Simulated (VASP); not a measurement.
Runs of VASP 6.6.1 on Sn. The structure is that of space group I4_1/amd (No. 141), or close to it. The cells are those of the table. 

| task | cell | cutoff (eV) | gap on the mesh (eV) | pressure (GPa) |
| --- | --- | --- | --- | --- |
| single point | a = 3.882 Å, angles 97.3, 97.3, 138.1°, 2 atoms | 520 | none | 52.5 |
| single point | a = 3.882 Å, angles 97.3, 97.3, 138.2°, 2 atoms | 520 | none | (a) |
| relaxation of cell and atoms | relaxed to 52 GPa from a = 3.848 Å, angles 97.5, 97.5, 137.5°, 2 atoms | 600 | none | 52.0 |
| relaxation of cell and atoms | relaxed to 52 GPa from a = 3.882 Å, angles 97.3, 97.3, 138.1°, 2 atoms | 600 | none | 52.0 |

Alike in all rows: level LDA; potentials or basis VASP PAW LDA potentials, release 64 (Sn_d); no spin polarisation; k mesh 15 × 15 × 15; smearing fermi-dirac 0.08 eV.

**Question.** Estimate the missing entries.

**Answer.** (a) 52.4.

Caveats: spin-orbit coupling is left out, which moves the levels of the heavy elements; the cell is relaxed towards a set pressure, so the enthalpy falls and the energy may rise (some runs).

A k mesh can miss the band edges, and the runs leave out spin-orbit coupling on Sn.

A gap of «none» marks levels without a gap at the run's occupations.
